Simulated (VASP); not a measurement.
Runs of VASP 6.6.1 on ZrTaS3. The structure is that of space group Pm-3m (No. 221), or close to it. The cells are those of the table. The cell was generated, and may not be a known phase.

```csv
task,cell,k mesh,cutoff (eV),gap on the mesh (eV),pressure (GPa),moment (μB)
single point,"a = 4.745 Å, 5 atoms",4 × 4 × 4,520,none,(a),0.00
single point,"a = 4.842 Å, 5 atoms",4 × 4 × 4,520,none,-6.9,(b)
relaxation of cell and atoms,"relaxed from a = 4.842 Å, 5 atoms",4 × 4 × 4,600,-,-0.1,0.00
single point,"a = 4.734 Å, 5 atoms",8 × 8 × 8,520,none,0.0,1.76
```

Alike in all rows: level PBE; potentials or basis VASP PAW PBE potentials, release 64 (Zr_sv, Ta_pv, S); spin collinear; smearing gaussian 0.1 eV.

Problem. Fill in the values left out.

Solution. (a) -1.7; (b) 0.02.

Caveats: spin-orbit coupling is left out, which moves the levels of the heavy elements; the cell stands under tension (at least some runs); the highest band is partly filled, so the run has too few bands (at least some runs).

A k mesh can miss the band edges, and the runs leave out spin-orbit coupling on Ta, Zr.

A gap of «none» marks levels without a gap at the run's occupations.
